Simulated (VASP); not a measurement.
Wanted: the native input for a VASP 6.6.1 run.

```
Task                   : single point
Functional             : PBEsol
Potentials or basis    : VASP PAW PBE potentials, release 64 (Sn_d, Se)
Cutoff                 : 520 eV
k mesh                 : 6 × 6 × 4
Occupations            : methfessel-paxton, width 0.1 eV
Spin                   : no spin polarisation
Dipole correction      : no
Further INCAR settings : ALGO = Normal; EDIFF = 1e-06; NBANDS = 20
```

The structure of SnSe2 lies in POSCAR:

```
SnSe2
1.0
    3.8110000000      0.0000000000      0.0000000000
   -1.9055000000      3.3004230000      0.0000000000
    0.0000000000      0.0000000000      6.1360000000
Sn Se
1 2
Direct
    0.0000000000      0.0000000000      0.0000000000
    0.3333333333      0.6666666667      0.2490000000
    0.6666666667      0.3333333333      0.7510000000
```

One way to write it, as run:

INCAR

```
SYSTEM = SnSe2
  ALGO = Normal
  EDIFF = 1E-6
  ENCUT = 520
  GGA = PS
  ISIF = 2
  ISMEAR = 1
  LASPH = .TRUE.
  LCHARG = .FALSE.
  LREAL = .FALSE.
  LWAVE = .FALSE.
  NBANDS = 20
  NELM = 100
  PREC = Accurate
  SIGMA = 0.1
```

KPOINTS

```
k-points
0
G
  6 6 4
  0 0 0
```

Potentials or basis: VASP PAW PBE potentials, release 64 (Sn_d, Se).

Run with:

```sh
$ cat potpaw_PBE.64/Sn_d/POTCAR potpaw_PBE.64/Se/POTCAR > POTCAR
$ mpirun -np 1 vasp_std > vasp.out
```

It gave:

```
Pressure               : 2.7 GPa
Largest force          : 0.608 eV/Å
Band gap on the k mesh : 0.74 eV, indirect (least direct gap 1.00 eV)
```

Caveat: the PAW data sets were made with another functional, which shifts forces and pressure a little; spin-orbit coupling is left out, which moves the levels of the heavy elements; this functional lacks dispersion, which binds the layers, so the pressure and a relaxed spacing across them are unreliable.

Run time: 14 s on 1 thread of Intel(R) Xeon(R) 6975P-C (Granite Rapids), on a shared host, peak memory 0.2 GiB.
